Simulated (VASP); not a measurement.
Input of a VASP 6.6.1 run:

File INCAR:

```
ALGO     = Normal         # electronic algorithm
EDIFF    = 1E-6           # SCF threshold, eV
ENCUT    = 520            # plane-wave cutoff, eV
GGA      = PE             # functional
ISIF     = 2              # what is computed and relaxed
ISMEAR   = -1             # smearing method
LASPH    = True           # aspherical terms in the spheres
LCHARG   = False          # write CHGCAR
LREAL    = False          # projectors in reciprocal space
LWAVE    = False          # write WAVECAR
NBANDS   = 11             # bands
NELM     = 100            # most SCF steps
PREC     = Accurate       # precision mode
SIGMA    = 0.01           # smearing width, eV
```

File KPOINTS:

```
k-points
0
Gamma
  15 15 15
```

POSCAR

```
MgO
1.0
    0.0000000000      2.1351500000      2.1351500000
    2.1351500000      0.0000000000      2.1351500000
    2.1351500000      2.1351500000      0.0000000000
Mg O
1 1
Direct
    0.0000000000      0.0000000000      0.0000000000
    0.5000000000      0.5000000000      0.5000000000
```

Potentials or basis: VASP PAW PBE potentials, release 64 (Mg, O).

Launch:

```sh
$ cat potpaw_PBE.64/Mg/POTCAR potpaw_PBE.64/O/POTCAR > POTCAR
$ mpirun -np 1 vasp_std > vasp.out
```

Problem. Estimate the band gap on the k mesh.

Solution. 4.34 eV, direct.

Problem. What does it give for the pressure?

Solution. -2.4 GPa.

**What was measured.**

“Electronic structure of alkaline earth and post-transition metal oxides”, 2009, arxiv:0908.1581 quotes, for a bulk crystal of MgO: band gap 7.83 eV.

Measured gap of MgO: 7.83 eV (quoted in “Electronic structure of alkaline earth and post-transition metal oxides”, 2009, arxiv:0908.1581). This calculation gives 4.34 eV (-3.49 eV). The value is that of PBE on a finite k mesh, which can miss the band edges, without temperature or zero-point motion. Semilocal functionals fall short of measured gaps as a rule.
